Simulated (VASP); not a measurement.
Input of a VASP 6.6.1 run:

The input INCAR:

```
PREC     = Accurate       # precision mode
ENCUT    = 520            # plane-wave cutoff, eV
EDIFF    = 1E-6           # SCF threshold, eV
ISMEAR   = -1             # smearing method
SIGMA    = 0.1            # smearing width, eV
LREAL    = False          # projectors in reciprocal space
LASPH    = True           # aspherical terms in the spheres
NELM     = 60             # most SCF steps
ALGO     = Normal         # electronic algorithm
ISIF     = 2              # what is computed and relaxed
LWAVE    = False          # write WAVECAR
LCHARG   = False          # write CHGCAR
GGA      = PS             # functional
NBANDS   = 12             # bands
```

KPOINTS

```
Automatic mesh
0
Gamma
  16 16 16
```

File POSCAR:

```
Ti
1.0
    0.0000000000      1.8682929211      1.8682929211
    1.8682929211      0.0000000000      1.8682929211
    1.8682929211      1.8682929211      0.0000000000
Ti
1
Direct
    0.0000000000      0.0000000000      0.0000000000
```

Potentials or basis: VASP PAW PBE potentials, release 64 (Ti_sv).

Run with:

```console
$ cat potpaw_PBE.64/Ti_sv/POTCAR > POTCAR
$ mpirun -np 1 vasp_std > vasp.out
```

Problem. Estimate the band gap on the k mesh.

Solution. Zero (band 6 reaches 12.47 eV, above the bottom of band 7 at 11.02 eV).

Problem. Predict the pressure.

Solution. 41.5 GPa.

Caveat: the PAW data sets were made with another functional, which shifts forces and pressure a little.
